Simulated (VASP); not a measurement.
Write the native input for VASP 6.6.1 that does the following.

```yaml
Task: single point
Functional: PBE
Dispersion: D3(BJ)
Potentials_or_basis: VASP PAW PBE potentials, release 64 (Te, Mo_sv)
Cutoff: 400 eV
k_mesh: 25 × 14 × 1
Occupations: gaussian, width 0.05 eV
Spin: no spin polarisation
Dipole_correction: yes
Further_INCAR_settings: ALGO = Normal; EDIFF = 1e-06; NBANDS = 35; NELMDL = -8
```

The structure of Te2Mo lies in POSCAR:

```
Te2Mo
1.0
    3.4210267205      0.0000000000      0.0000000000
    0.0000000000      6.2914664856      0.0000000000
    0.0000000000      0.0000000000     24.1502570281
Te Mo
4 2
Direct
    0.2500000000      0.5044320662      0.4143413968
    0.7500000000      0.9946478957      0.4383347013
    0.2500000000      0.8557803068      0.5616653306
    0.7500000000      0.3459960261      0.5856585928
    0.7500000000      0.6073209134      0.4963609177
    0.2500000000      0.2431071517      0.5036390620
```

One way to write it, as run:

INCAR

```
PREC = Accurate
ENCUT = 400
EDIFF = 1E-6
ISMEAR = 0
SIGMA = 0.05
LREAL = False
LASPH = True
NELM = 120
ALGO = Normal
ISIF = 2
LWAVE = False
LCHARG = True
LDIPOL = True
IDIPOL = 3
DIPOL = 0.5 0.5 0.500
GGA = PE
IVDW = 12
LELF = True
LVHAR = True
LVACPOTAV = True
NBANDS = 35
GGA_COMPAT = False
NELMDL = -8
```

KPOINTS

```
regular mesh
0
Gamma
  25 14 1
```

Potentials or basis: VASP PAW PBE potentials, release 64 (Te, Mo_sv).

The run is started by

```sh
$ cat potpaw_PBE.64/Te/POTCAR potpaw_PBE.64/Mo_sv/POTCAR > POTCAR
$ mpirun -np 1 vasp_std > vasp.out
```

It gave:

- Largest force: 0.097 eV/Å
- Band gap on the k mesh: zero (bands 26 and 27 overlap by 0.33 eV)
- Dispersion energy per atom: -0.398 eV

Caveat: spin-orbit coupling is left out, which moves the levels of the heavy elements.

It took 17 min on 1 thread of AMD EPYC 9R45 96-Core Processor (Zen 5) (shared host), peak memory 1.1 GiB.
